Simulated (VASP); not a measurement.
# Lu (Fd-3m) in VASP: further runs

Lu is run at these levels: LDA; tasks: single point.

Everything below comes from runs of VASP 6.6.1. Logs are shortened: lines on timing, memory, paths and dates and some standing lists are left out, and cuts for length are marked.

## (1) The cell of the first run

It takes space group Fd-3m (No. 227, cubic). Conventional cell: a = 5.601 Å, b = 5.601 Å, c = 5.601 Å, α = 90.00°, β = 90.00°, γ = 90.00°. Lu (site symmetry -43m) has 4 Lu at 2.43 Å within 3.2 Å.

## (2) Single point, LDA

The input, INCAR:

```
SYSTEM = Lu
  ALGO = Normal
  EDIFF = 1E-6
  ENCUT = 520
  GGA = CA
  ISIF = 2
  ISMEAR = 0
  LASPH = .TRUE.
  LCHARG = .FALSE.
  LREAL = .FALSE.
  LWAVE = .FALSE.
  NBANDS = 32
  NELM = 60
  PREC = Accurate
  SIGMA = 0.05
```

The input, KPOINTS:

```
k-points
0
G
  5 5 5
  0 0 0
```

The input, POSCAR:

```
Lu
1.0
    0.0000000000      2.8005938903      2.8005938903
    2.8005938903      0.0000000000      2.8005938903
    2.8005938903      2.8005938903      0.0000000000
Lu
2
Direct
    0.0000000000      0.0000000000      0.0000000000
    0.2500000000      0.2500000000      0.2500000000
```

Potentials or basis: VASP PAW PBE potentials, release 64 (Lu).

Run with:

```bash
> cat potpaw_PBE.64/Lu/POTCAR > POTCAR
> mpirun -np 1 vasp_std > vasp.out
```

OUTCAR:

```text
SYSTEM = Lu
   EDIFF = 1E-6
   ENCUT = 520
   GGA = CA
   ISIF = 2
   ISMEAR = 0
   LASPH = .TRUE.
   LREAL = .FALSE.
   NELM = 60
   PREC = Accurate

 ion  position               nearest neighbor table
   1  0.000  0.000  0.000-   2 2.43   2 2.43   2 2.43   2 2.43
   2  0.250  0.250  0.250-   1 2.43   1 2.43   1 2.43   1 2.43

  LATTYP: Found a face centered cubic cell.
 ALAT       =     5.6011877806

  Lattice vectors:

 A1 = (   0.0000000000,   2.8005938903,   2.8005938903)
 A2 = (   2.8005938903,   0.0000000000,   2.8005938903)
 A3 = (   2.8005938903,   2.8005938903,   0.0000000000)

Analysis of symmetry for initial positions (statically):
=====================================================================
 Subroutine PRICEL returns:
 Original cell was already a primitive cell.

 Routine SETGRP: Setting up the symmetry group for a
 face centered cubic supercell.

 Subroutine GETGRP returns: Found 48 space group operations
 (whereof 24 operations were pure point group operations)
 out of a pool of 48 trial point group operations.

The static configuration has the point symmetry T_d .
 The point group associated with its full space group is O_h .

Analysis of symmetry for dynamics (positions and initial velocities):
=====================================================================
 Subroutine PRICEL returns:
 Original cell was already a primitive cell.

 Routine SETGRP: Setting up the symmetry group for a
 face centered cubic supercell.

 Subroutine GETGRP returns: Found 48 space group operations
 (whereof 24 operations were pure point group operations)
 out of a pool of 48 trial point group operations.

The dynamic configuration has the point symmetry T_d .
 The point group associated with its full space group is O_h .

 Subroutine INISYM returns: Found 48 space group operations
 (whereof 24 operations are pure point group operations),
 and found     1 'primitive' translations

----------------------------------------------------------------------------------------

                                     Primitive cell

  volume of cell :      43.9319

  direct lattice vectors                    reciprocal lattice vectors
     0.000000000  2.800593890  2.800593890    -0.178533561  0.178533561  0.178533561
     2.800593890  0.000000000  2.800593890     0.178533561 -0.178533561  0.178533561
     2.800593890  2.800593890  0.000000000     0.178533561  0.178533561 -0.178533561

  length of vectors
[... 65 lines left out ...]
   ENCUT  =  520.0 eV  38.22 Ry    6.18 a.u.   7.36  7.36  7.36*2*pi/ulx,y,z
   NELM   =     60;   NELMIN=  2; NELMDL= -5     # of ELM steps
   EDIFF  = 0.1E-05   stopping-criterion for ELM
   LREAL  =      F    real-space projection
   EDIFFG = 0.1E-04   stopping-criterion for IOM
   NSW    =      0    number of steps for IOM
   IBRION =     -1    ionic relax: 0-MD 1-quasi-New 2-CG
   NFREE  =      0    steps in history (QN), initial steepest desc. (CG)
   ISIF   =      2    stress and relaxation
   ISYM   =      2    0-nonsym 1-usesym 2-fastsym
   POTIM  = 0.5000    time-step for ionic-motion
   TEBEG  =    0.0;   TEEND  =   0.0 temperature during run
   PSTRESS=    0.0 pullay stress
   NELECT =      50.0000    total number of electrons
   NUPDOWN=      -1.0000    fix difference up-down
   EMIN   =  10.00;   EMAX   =-10.00  energy-range for DOS
   EFERMI =   0.00;   METHOD = LEGACY
   ISMEAR =     0;   SIGMA  =   0.05  broadening in eV -4-tet -1-fermi 0-gaus
   EFERMI_NEDOS =   21; number of points for ismear=-14 and -15
   IALGO  =     38    algorithm
   IMIX   =      4    mixing-type and parameters
     AMIX     =   0.40;   BMIX     =  1.00
     AMIX_MAG =   1.60;   BMIX_MAG =  1.00
  volume/ion in A,a.u.               =      21.97       148.23
  Fermi-wavevector in a.u.,A,eV,Ry     =   1.709246  3.230008 39.749741  2.921524
  Thomas-Fermi vector in A             =   2.787766
   LORBIT       =      0    0 simple, 1 ext, 2 COOP (PROOUT), +10 PAW based schemes
   GGA     = CA    functional components
   LHFCALC =     F    Hartree Fock is set to
   AEXX    =    0.0000 exact exchange contribution
   IVDW    =     0    specifies the selected vdW correction
   LEPSILON=     F    determine dielectric tensor
   LRPA    =     F    only Hartree local field effects (RPA)
 non-spin polarized calculation
 Gauss-broadening in eV      SIGMA  =   0.05
  energy-cutoff  :      520.00
  volume of cell :       43.93
 maximum number of plane-waves:      1243
 NGX is ok and might be reduce to    30
   NGX = 15   NGY = 15   NGZ = 15

 number of electron      49.9999992 magnetization

 Free energy of the ion-electron system (eV)
  ---------------------------------------------------
  ext. energy  EPLUGINS =         0.00000000
  ---------------------------------------------------
  free energy    TOTEN  =        -4.77985376 eV

  energy without entropy =       -4.77633839  energy(sigma->0) =       -4.77809607

 E-fermi :   2.6329     XC(G=0): -12.2232

 val. band max:        2.5987129401   @ k =   0.4000   0.4000   0.0000
 cond. band min:       2.6402735932   @ k =  -0.2000   0.2000   0.0000
 fundamental gap:      0.0415606530
 Fermi energy:         2.6328564470

 k-point     1 :       0.0000    0.0000    0.0000
  band No.  band energies     occupation
      1     -54.1033      2.00000
      2     -52.9127      2.00000
      3     -25.6490      2.00000
      4     -25.6490      2.00000
      5     -25.6490      2.00000
      6     -23.4770      2.00000
[... 339 lines left out ...]
     31       8.5904      0.00000
     32       8.6058      0.00000

------------------------ aborting loop because EDIFF is reached ----------------------------------------

  FORCE on cell =-STRESS in cart. coord.  units (eV):
  Direction    XX          YY          ZZ          XY          YZ          ZX
  --------------------------------------------------------------------------------------
  -------------------------------------------------------------------------------------
  Total        6.0068932      6.0068932      6.0068932     -0.0000000     -0.0000000     -0.0000000
  in kB      219.0685749    219.0685749    219.0685749     -0.0000000     -0.0000000     -0.0000000
  external PRESSURE =     219.0685749 kB  Pullay stress =       0.0000000 kB

 VOLUME and BASIS-vectors are now :
 -----------------------------------------------------------------------------
  energy-cutoff  :      520.00
  volume of cell :       43.93
      direct lattice vectors                 reciprocal lattice vectors
     0.000000000  2.800593890  2.800593890    -0.178533561  0.178533561  0.178533561
     2.800593890  0.000000000  2.800593890     0.178533561 -0.178533561  0.178533561
     2.800593890  2.800593890  0.000000000     0.178533561  0.178533561 -0.178533561

 POSITION                                       TOTAL-FORCE (eV/Angst)
 -----------------------------------------------------------------------------------
      0.00000      0.00000      0.00000         0.000000      0.000000      0.000000
      1.40030      1.40030      1.40030        -0.000000     -0.000000     -0.000000
 -----------------------------------------------------------------------------------
    total drift:                                0.000000     -0.000000      0.000000

  FREE ENERGIE OF THE ION-ELECTRON SYSTEM (eV)
  ---------------------------------------------------
  free  energy   TOTEN  =        -4.7798537588 eV

  energy  without entropy=       -4.7763383909  energy(sigma->0) =       -4.77809607
```

It took 16 s on 1 thread of Intel Xeon 6975P-C, shared host; peak memory 0.16 GiB.

What came out:

* Free energy: -4.7799 eV
* Pressure: 21.9 GPa
* Band gap on the k mesh: zero (band 25 reaches 2.84 eV, above the bottom of band 26 at 2.05 eV)

Caveat: the k points lie up to 0.39 Å⁻¹ apart; the PAW data sets were made with another functional, which shifts forces and pressure a little; spin-orbit coupling is left out, which moves the levels of the heavy elements.

## (3) Single point, LDA

This run uses another cell than the first one, of 42.27 Å³/atom, 1.924 times its volume.

The input, INCAR:

```
  PREC = Accurate
  ENCUT = 520
  EDIFF = 1E-6
  ISMEAR = 0
  SIGMA = 0.05
  LREAL = False
  LASPH = True
  NELM = 100
  ALGO = Normal
  ISIF = 2
  LWAVE = False
  LCHARG = False
  GGA = CA
  NBANDS = 32
```

The input, KPOINTS:

```
Automatic mesh
0
Gamma
  5 5 5
```

The input, POSCAR:

```
Lu
1.0
    0.0000000000      3.4834356955      3.4834356955
    3.4834356955      0.0000000000      3.4834356955
    3.4834356955      3.4834356955      0.0000000000
Lu
2
Direct
    0.0000000000      0.0000000000      0.0000000000
    0.2500000000      0.2500000000      0.2500000000
```

Potentials or basis: VASP PAW PBE potentials, release 64 (Lu).

Run with:

```bash
> cat potpaw_PBE.64/Lu/POTCAR > POTCAR
> mpirun -np 1 vasp_std > vasp.out
```

Wall time 27 s (1 thread of Intel Xeon 6975P-C, shared host); peak memory 0.2 GiB.

Results (log left out):

```
Free energy            : -6.0935 eV
Pressure               : 0.0 GPa
Band gap on the k mesh : zero (band 25 reaches 0.79 eV, above the bottom of band 26 at -0.38 eV)
```

Levels at points of the mesh, in eV from the Fermi level:
```csv
k point,band 22,band 23,band 24,band 25,band 26,band 27
"(0.00, 0.00, 0.00)",-5.62,-4.64,0.23,0.23,0.56,0.56
```

Caveat: the PAW data sets were made with another functional, which shifts forces and pressure a little; spin-orbit coupling is left out, which moves the levels of the heavy elements.
